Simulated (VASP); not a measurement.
# Ag (Fm-3m) in VASP: single point with PBE

Aim: the single point of Ag with PBE.

Everything below comes from runs of VASP 6.6.1. Logs are shortened: lines on timing, memory, paths and dates and some standing lists are left out, and cuts for length are marked.

**1. The cell of the first run**

Symmetry: Fm-3m, No. 225, cubic system. Conventional cell: a = 4.085 Å, b = 4.085 Å, c = 4.085 Å, α = 90.00°, β = 90.00°, γ = 90.00°. Ag (site symmetry m-3m) has 12 Ag at 2.89 Å within 3.8 Å.

**2. Single point, PBE**

INCAR reads:

```
SYSTEM = Ag
ALGO = Fast ; EDIFF = 1E-6
ENCUT = 520 ; GGA = PE
ISIF = 2 ; ISMEAR = 0
LASPH = .TRUE. ; LCHARG = .TRUE.
LELF = .TRUE. ; LREAL = .FALSE.
LVHAR = .TRUE. ; LWAVE = .FALSE.
NBANDS = 12 ; NELM = 100
PREC = Accurate ; SIGMA = 0.05
```

KPOINTS reads:

```
k-points
0
G
  18 18 18
  0 0 0
```

POSCAR reads:

```
Ag
1.0
    0.0000000000      2.0427500000      2.0427500000
    2.0427500000      0.0000000000      2.0427500000
    2.0427500000      2.0427500000      0.0000000000
Ag
1
Direct
    0.0000000000      0.0000000000      0.0000000000
```

Potentials or basis: VASP PAW PBE potentials, release 64 (Ag).

The run is started by

```console
$ cat potpaw_PBE.64/Ag/POTCAR > POTCAR
$ mpirun -np 1 vasp_std > vasp.out
```

OUTCAR:

```text
SYSTEM = Ag
   EDIFF = 1E-6
   ENCUT = 520
   GGA = PE
   ISIF = 2
   ISMEAR = 0
   LASPH = .TRUE.
   LREAL = .FALSE.
   NELM = 100
   PREC = Accurate

 ion  position               nearest neighbor table
   1  0.000  0.000  0.000-

  LATTYP: Found a face centered cubic cell.
 ALAT       =     4.0855000000

  Lattice vectors:

 A1 = (   0.0000000000,   2.0427500000,   2.0427500000)
 A2 = (   2.0427500000,   0.0000000000,   2.0427500000)
 A3 = (   2.0427500000,   2.0427500000,   0.0000000000)

Analysis of symmetry for initial positions (statically):
=====================================================================
 Subroutine PRICEL returns:
 Original cell was already a primitive cell.

 Routine SETGRP: Setting up the symmetry group for a
 face centered cubic supercell.

 Subroutine GETGRP returns: Found 48 space group operations
 (whereof 48 operations were pure point group operations)
 out of a pool of 48 trial point group operations.

The static configuration has the point symmetry O_h .

Analysis of symmetry for dynamics (positions and initial velocities):
=====================================================================
 Subroutine PRICEL returns:
 Original cell was already a primitive cell.

 Routine SETGRP: Setting up the symmetry group for a
 face centered cubic supercell.

 Subroutine GETGRP returns: Found 48 space group operations
 (whereof 48 operations were pure point group operations)
 out of a pool of 48 trial point group operations.

The dynamic configuration has the point symmetry O_h .

 Subroutine INISYM returns: Found 48 space group operations
 (whereof 48 operations are pure point group operations),
 and found     1 'primitive' translations

----------------------------------------------------------------------------------------

                                     Primitive cell

  volume of cell :      17.0481

  direct lattice vectors                    reciprocal lattice vectors
     0.000000000  2.042750000  2.042750000    -0.244768082  0.244768082  0.244768082
     2.042750000  0.000000000  2.042750000     0.244768082 -0.244768082  0.244768082
     2.042750000  2.042750000  0.000000000     0.244768082  0.244768082 -0.244768082

  length of vectors
     2.888884755  2.888884755  2.888884755     0.423950755  0.423950755  0.423950755

  position of ions in fractional coordinates (direct lattice)
     0.000000000  0.000000000  0.000000000

  ion indices of the primitive-cell ions
   primitive index   ion index
                 1           1

----------------------------------------------------------------------------------------

 KPOINTS: k-points

Automatic generation of k-mesh.
 Grid dimensions read from file:
 generate k-points for:   18   18   18

 Generating k-lattice:

  Cartesian coordinates                     Fractional coordinates (reciprocal lattice)
    -0.013598227  0.013598227  0.013598227     0.055555556  0.000000000  0.000000000
     0.013598227 -0.013598227  0.013598227     0.000000000  0.055555556  0.000000000
     0.013598227  0.013598227 -0.013598227     0.000000000  0.000000000  0.055555556

  Length of vectors
     0.023552820  0.023552820  0.023552820

  Shift w.r.t. Gamma in fractional coordinates (k-lattice)
     0.000000000  0.000000000  0.000000000

 Subroutine IBZKPT returns following result:
 ===========================================

 Found    195 irreducible k-points:

 Following reciprocal coordinates:
            Coordinates               Weight
  0.000000  0.000000  0.000000      1.000000
  0.055556  0.000000  0.000000      8.000000
  0.111111  0.000000  0.000000      8.000000
  0.166667  0.000000  0.000000      8.000000
  0.222222  0.000000  0.000000      8.000000
  0.277778  0.000000  0.000000      8.000000
[... 16 lines left out ...]
 -0.277778  0.055556  0.000000     24.000000
 -0.222222  0.055556  0.000000     24.000000
 [... further k-points ...]
   k-points           NKPTS =    195   k-points in BZ     NKDIM =    195   number of bands    NBANDS=     12
   number of dos      NEDOS =    301   number of ions     NIONS =      1
   total plane-waves  NPLWV =  13824
   dimension x,y,z NGX =    24 NGY =   24 NGZ =   24
   dimension x,y,z NGXF=    48 NGYF=   48 NGZF=   48
   ions per type =               1
   NGX,Y,Z   is equivalent  to a cutoff of  13.81, 13.81, 13.81 a.u.
   NGXF,Y,Z  is equivalent  to a cutoff of  27.62, 27.62, 27.62 a.u.
 SYSTEM =  Ag
   PREC   = accura    normal or accurate (medium, high low for compatibility)
   ISTART =      0    job   : 0-new  1-cont  2-samecut
   ICHARG =      2    charge: 1-file 2-atom 10-const
   ISPIN  =      1    spin polarized calculation?
   LNONCOLLINEAR =      F non collinear calculations
   LSORBIT =      F    spin-orbit coupling
   LASPH  =      T    aspherical Exc in radial PAW
   ENCUT  =  520.0 eV  38.22 Ry    6.18 a.u.   5.37  5.37  5.37*2*pi/ulx,y,z
   NELM   =    100;   NELMIN=  2; NELMDL= -5     # of ELM steps
   EDIFF  = 0.1E-05   stopping-criterion for ELM
   LREAL  =      F    real-space projection
   EDIFFG = 0.1E-04   stopping-criterion for IOM
   NSW    =      0    number of steps for IOM
   IBRION =     -1    ionic relax: 0-MD 1-quasi-New 2-CG
   NFREE  =      0    steps in history (QN), initial steepest desc. (CG)
   ISIF   =      2    stress and relaxation
   ISYM   =      2    0-nonsym 1-usesym 2-fastsym
   POTIM  = 0.5000    time-step for ionic-motion
   TEBEG  =    0.0;   TEEND  =   0.0 temperature during run
   PSTRESS=    0.0 pullay stress
   NELECT =      11.0000    total number of electrons
   NUPDOWN=      -1.0000    fix difference up-down
   EMIN   =  10.00;   EMAX   =-10.00  energy-range for DOS
   EFERMI =   0.00;   METHOD = LEGACY
   ISMEAR =     0;   SIGMA  =   0.05  broadening in eV -4-tet -1-fermi 0-gaus
   EFERMI_NEDOS =   21; number of points for ismear=-14 and -15
   IALGO  =     68    algorithm
   IMIX   =      4    mixing-type and parameters
     AMIX     =   0.40;   BMIX     =  1.00
     AMIX_MAG =   1.60;   BMIX_MAG =  1.00
  volume/ion in A,a.u.               =      17.05       115.05
  Fermi-wavevector in a.u.,A,eV,Ry     =   1.414644  2.673290 27.228221  2.001218
  Thomas-Fermi vector in A             =   2.536165
   LORBIT       =      0    0 simple, 1 ext, 2 COOP (PROOUT), +10 PAW based schemes
   GGA     = PE    functional components
   LHFCALC =     F    Hartree Fock is set to
   AEXX    =    0.0000 exact exchange contribution
   IVDW    =     0    specifies the selected vdW correction
   LEPSILON=     F    determine dielectric tensor
   LRPA    =     F    only Hartree local field effects (RPA)
 non-spin polarized calculation
 RMM-DIIS sequential band-by-band and
 Gauss-broadening in eV      SIGMA  =   0.05
  energy-cutoff  :      520.00
  volume of cell :       17.05
 maximum number of plane-waves:       473
 NGX is ok and might be reduce to    24
   NGX = 11   NGY = 11   NGZ = 11

 number of electron      10.9999999 magnetization

 Free energy of the ion-electron system (eV)
  ---------------------------------------------------
  ext. energy  EPLUGINS =         0.00000000
  ---------------------------------------------------
  free energy    TOTEN  =        -2.70966463 eV

  energy without entropy =       -2.70926444  energy(sigma->0) =       -2.70946453

 E-fermi :   8.3783     XC(G=0): -12.2105

 val. band max:        8.3658088971   @ k =   0.5000   0.1667   0.0556
 cond. band min:       8.5367543752   @ k =   0.5000   0.3333   0.1111
 fundamental gap:      0.1709454781
 Fermi energy:         8.3783310445

 k-point     1 :       0.0000    0.0000    0.0000
  band No.  band energies     occupation
      1       0.6633      2.00000
      2       3.6254      2.00000
      3       3.6254      2.00000
      4       3.6254      2.00000
      5       4.6596      2.00000
      6       4.6596      2.00000
      7      24.4571      0.00000
      8      28.0364      0.00000
      9      28.0364      0.00000
     10      28.0364      0.00000
     11      32.8425      0.00000
     12      33.9853      0.00000

 k-point     2 :       0.0556    0.0000    0.0000
  band No.  band energies     occupation
      1       0.7600      2.00000
      2       3.6027      2.00000
      3       3.6523      2.00000
      4       3.6523      2.00000
      5       4.6491      2.00000
      6       4.6491      2.00000
      7      24.4789      0.00000
      8      27.1951      0.00000
      9      28.0771      0.00000
     10      28.0771      0.00000
     11      32.9603      0.00000
     12      33.8687      0.00000

 k-point     3 :       0.1111    0.0000    0.0000
  band No.  band energies     occupation
      1       1.0397      2.00000
      2       3.5501      2.00000
      3       3.7226      2.00000
      4       3.7226      2.00000
      5       4.6284      2.00000
      6       4.6284      2.00000
      7      24.2353      0.00000
      8      25.7898      0.00000
      9      28.1760      0.00000
     10      28.1760      0.00000
     11      32.1187      0.00000
     12      33.4654      0.00000
[... 286 lines left out ...]
 k-point    23 :      -0.2778    0.0556    0.0000
  band No.  band energies     occupation
      1       2.2217      2.00000
      2       3.7567      2.00000
      3       3.8185      2.00000
      4       4.2534      2.00000
      5       4.8032      2.00000
      6       5.3064      2.00000
      7      17.8550      0.00000
      8      24.3623      0.00000
      9      26.5296      0.00000
     10      28.9531      0.00000
     11      30.7085      0.00000
     12      30.9223      0.00000

 k-point    24 :      -0.2222    0.0556    0.0000
  band No.  band energies     occupation
      1       2.0749      2.00000
      2       3.6360      2.00000
      3       3.8698      2.00000
      4       3.8899      2.00000
      5       4.6120      2.00000
      6       4.9790      2.00000
      7      19.9994      0.00000
      8      24.6725      0.00000
      9      27.0729      0.00000
     10      29.6413      0.00000
     11      30.2019      0.00000
     12      31.1984      0.00000

 [... further k-points ...]
[... 5 lines left out ...]
  --------------------------------------------------------------------------------------
  -------------------------------------------------------------------------------------
  Total        0.4925005      0.4925005      0.4925005     -0.0000000     -0.0000000      0.0000000
  in kB       46.2851409     46.2851409     46.2851409     -0.0000000     -0.0000000      0.0000000
  external PRESSURE =      46.2851409 kB  Pullay stress =       0.0000000 kB

 VOLUME and BASIS-vectors are now :
 -----------------------------------------------------------------------------
  energy-cutoff  :      520.00
  volume of cell :       17.05
      direct lattice vectors                 reciprocal lattice vectors
     0.000000000  2.042750000  2.042750000    -0.244768082  0.244768082  0.244768082
     2.042750000  0.000000000  2.042750000     0.244768082 -0.244768082  0.244768082
     2.042750000  2.042750000  0.000000000     0.244768082  0.244768082 -0.244768082

 POSITION                                       TOTAL-FORCE (eV/Angst)
 -----------------------------------------------------------------------------------
      0.00000      0.00000      0.00000         0.000000      0.000000     -0.000000
 -----------------------------------------------------------------------------------
    total drift:                               -0.000000      0.000000     -0.000000

  FREE ENERGIE OF THE ION-ELECTRON SYSTEM (eV)
  ---------------------------------------------------
  free  energy   TOTEN  =        -2.7096646254 eV

  energy  without entropy=       -2.7092644434  energy(sigma->0) =       -2.70946453
```

It took 15 s on 1 thread of Intel Xeon 6975P-C (Granite Rapids), shared host; peak memory 0.17 GiB.

What came out:

| Quantity | Value |
| --- | --- |
| Free energy | -2.7097 eV |
| Pressure | 4.6 GPa |
